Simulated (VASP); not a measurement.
# W5C (I4/m) in VASP: a series of runs, part 2 of 2

VASP 6.6.1. The steps go on from the part before.

## Step 4: Relaxation of cell and atoms, PBE

This run uses another cell than the first one, of 15.69 Å³/atom, 1.081 times its volume.

INCAR reads:

```
ALGO = Normal ; EDIFF = 1E-7
EDIFFG = -0.08 ; ENCUT = 600
GGA = PE ; IBRION = 2
ISIF = 3 ; ISMEAR = 0
LASPH = T ; LCHARG = F
LREAL = F ; LWAVE = F
NELM = 100 ; NSW = 36
PREC = Accurate ; SIGMA = 0.2
```

KPOINTS reads:

```
k-points
0
Gamma
  5 5 5
```

POSCAR reads:

```
W5C
1.0
   -3.3400000000      3.3400000000      2.1100000000
    3.3400000000     -3.3400000000      2.1100000000
    3.3400000000      3.3400000000     -2.1100000000
W C
5 1
Direct
    0.0000000000      0.0000000000      0.0000000000
    0.2000000000      0.6000000000      0.8000000000
    0.4000000000      0.2000000000      0.6000000000
    0.8000000000      0.4000000000      0.2000000000
    0.6000000000      0.8000000000      0.4000000000
    0.5000000000      0.5000000000      0.0000000000
```

Potentials or basis: VASP PAW PBE potentials, release 64 (W_sv, C).

Run with:

```console
> cat potpaw_PBE.64/W_sv/POTCAR potpaw_PBE.64/C/POTCAR > POTCAR
> mpirun -np 1 vasp_std > vasp.out
```

OUTCAR:

```text
EDIFF = 1E-7
   EDIFFG = -0.08
   ENCUT = 600
   GGA = PE
   IBRION = 2
   ISIF = 3
   ISMEAR = 0
   LASPH = T
   LREAL = F
   NELM = 100
   NSW = 36
   PREC = Accurate

 ion  position               nearest neighbor table
   1  0.000  0.000  0.000-   6 2.11   6 2.11   5 2.99   5 2.99   3 2.99   3 2.99   4 2.99   2 2.99
                             4 2.99   2 2.99   3 2.99   5 2.99   4 2.99   2 2.99
   2  0.200  0.600  0.800-   6 2.11   5 2.99   1 2.99   4 2.99   3 2.99   1 2.99   5 2.99   3 2.99
                             4 2.99   3 2.99   4 2.99   5 2.99   1 2.99
   3  0.400  0.200  0.600-   6 2.11   5 2.99   5 2.99   1 2.99   1 2.99   4 2.99   2 2.99   4 2.99
                             2 2.99   2 2.99   1 2.99   4 2.99   5 2.99
   4  0.800  0.400  0.200-   6 2.11   3 2.99   1 2.99   5 2.99   2 2.99   1 2.99   3 2.99   5 2.99
                             2 2.99   5 2.99   2 2.99   3 2.99   1 2.99
   5  0.600  0.800  0.400-   6 2.11   3 2.99   3 2.99   1 2.99   1 2.99   2 2.99   4 2.99   2 2.99
                             4 2.99   4 2.99   1 2.99   2 2.99   3 2.99
   6  0.500  0.500  0.000-   1 2.11   1 2.11   5 2.11   3 2.11   2 2.11   4 2.11

  LATTYP: Found a body centered tetragonal cell.
[... 1306 lines left out ...]

------------------------ aborting loop because EDIFF is reached ----------------------------------------
[... 75 lines left out ...]
--------------------------------------- Ionic step       11  -------------------------------------------

 number of electron      74.0000001 magnetization

 Free energy of the ion-electron system (eV)
  ---------------------------------------------------
  ext. energy  EPLUGINS =         0.00000000
  ---------------------------------------------------
  free energy    TOTEN  =       -72.84358380 eV

  energy without entropy =      -72.75126343  energy(sigma->0) =      -72.79742362

 E-fermi :  10.7290     XC(G=0): -13.4516

 val. band max:       10.7225128009   @ k =   0.0000   0.0000   0.0000
 cond. band min:      10.7536854956   @ k =   0.2000   0.2000   0.2000
 fundamental gap:      0.0311726947
 Fermi energy:        10.7289985283

 k-point     1 :       0.0000    0.0000    0.0000
  band No.  band energies     occupation
      1     -63.2389      2.00000
      2     -63.1440      2.00000
      3     -63.1299      2.00000
      4     -63.1299      2.00000
      5     -63.1272      2.00000
      6     -27.7806      2.00000
[... 1009 lines left out ...]
  FREE ENERGIE OF THE ION-ELECTRON SYSTEM (eV)
  ---------------------------------------------------
  free  energy   TOTEN  =       -72.8435838030 eV

  energy  without entropy=      -72.7512634302  energy(sigma->0) =      -72.79742362

 reached required accuracy - stopping structural energy minimisation
```

CONTCAR:

```text
W5C
   1.00000000000000
    -3.2052649948567509    3.2052649648133360    2.1244696312252360
     3.2052649948567509   -3.2052649648133360    2.1244696312252360
     3.2052649648133360    3.2052649948567509   -2.1244696312252360
  W               C
     5     1
Direct
     0.0000000000000000    1.0000000000000000    1.0000000000000000
     0.1919711097706040    0.6111615983909070    0.8031327081615038
     0.3888384016090931    0.1919711097706040    0.5808095113796971
     0.8080288902293961    0.3888384016090931    0.1968672918384962
     0.6111615983909070    0.8080288902293961    0.4191904886203029
     0.5000000000000000    0.5000000000000000    1.0000000000000000

  0.00000000E+00  0.00000000E+00  0.00000000E+00
  0.00000000E+00  0.00000000E+00  0.00000000E+00
  0.00000000E+00  0.00000000E+00  0.00000000E+00
  0.00000000E+00  0.00000000E+00  0.00000000E+00
  0.00000000E+00  0.00000000E+00  0.00000000E+00
  0.00000000E+00  0.00000000E+00  0.00000000E+00
```

It took 12 min on 1 thread of Intel Xeon 6975P-C (Granite Rapids), shared host; peak memory 0.31 GiB.

What came out:

* Free energy: -72.8436 eV
* Relaxed volume: 14.55 Å³/atom
* Relaxed cell: a = 5.006 Å, b = 5.006 Å, c = 5.006 Å, α = 100.38°, β = 100.38°, γ = 129.78°
* Space group after relaxing (to 0.05 Å): I4/m (No. 87)
* Energy gained by relaxing: 104.0 meV/atom
* Ionic steps: 11
* Pressure after relaxing: 0.1 GPa
* Largest force after relaxing: 0.035 eV/Å
* Band gap on the k mesh: zero (band 37 reaches 11.43 eV, above the bottom of band 38 at 10.41 eV)

Forces on the atoms (eV/Å):
```
W    0.000  0.000  0.000
W    0.035 -0.001  0.000
W   -0.001 -0.035  0.000
W   -0.035  0.001  0.000
W    0.001  0.035  0.000
C    0.000  0.000  0.000
```

Step by step:
| step | energy change (eV) | largest force (eV/Å) | pressure (GPa) | volume (Å³) |
| --- | --- | --- | --- | --- |
| 1 | 0.0000 | 0.8870 | -16.75 | 94.15 |
| 2 | 2.5142 | 2.3483 | 80.06 | 73.50 |
| 3 | -0.3770 | 1.2982 | 0.53 | 88.14 |
| 4 | -0.3792 | 1.3221 | 1.82 | 87.77 |
| 5 | -0.5900 | 0.3611 | 1.65 | 86.97 |
| 6 | -0.5969 | 0.3910 | 1.84 | 86.79 |
| 7 | -0.6025 | 0.1452 | -4.37 | 88.59 |
| 8 | -0.6134 | 0.2501 | -1.67 | 87.77 |
| 9 | -0.6177 | 0.1736 | 1.41 | 86.98 |
| 10 | -0.6214 | 0.1053 | 0.13 | 87.30 |
| 11 | -0.6238 | 0.0350 | 0.06 | 87.30 |

Final structure:
```yaml
crystal:
  lattice:
    - [-3.20526, 3.20526, 2.12447]
    - [3.20526, -3.20526, 2.12447]
    - [3.20526, 3.20526, -2.12447]
  atoms:
    - { symbol: W, position: [0.00000, 0.00000, 0.00000] }
    - { symbol: W, position: [0.19197, 0.61116, 0.80313] }
    - { symbol: W, position: [0.38884, 0.19197, 0.58081] }
    - { symbol: W, position: [0.80803, 0.38884, 0.19687] }
    - { symbol: W, position: [0.61116, 0.80803, 0.41919] }
    - { symbol: C, position: [0.50000, 0.50000, 0.00000] }
```

Caveat: spin-orbit coupling is left out, which moves the levels of the heavy elements; the relaxation stopped at a loose force limit of 0.08 eV/Å, so its end isn't a converged minimum.

## Step 5: Overview

```tsv
task	cell	k mesh	cutoff (eV)	smearing	gap on the mesh (eV)	pressure (GPa)	largest force (eV/Å)
single point	a = 5.004 Å, angles 100.3, 100.3, 129.9°, 6 atoms	10 × 10 × 10	520	gaussian 0.1 eV	none	0.7	0.03
single point	a = 5.004 Å, angles 100.3, 100.3, 129.9°, 6 atoms	5 × 5 × 5	520	gaussian 0.2 eV	none	0.6	0.04
relaxation of cell and atoms	relaxed from a = 5.173 Å, angles 99.6, 99.6, 131.9°, 6 atoms	5 × 5 × 5	600	gaussian 0.2 eV	none	0.1	0.03
```

Alike in all rows: level PBE; potentials or basis VASP PAW PBE potentials, release 64 (W_sv, C); no spin polarisation.

Caveats: spin-orbit coupling is left out, which moves the levels of the heavy elements; the relaxation stopped at a loose force limit of 0.08 eV/Å, so its end isn't a converged minimum (some runs).

Total energies depend on the potentials used, so only differences within one code and one set of settings carry meaning.
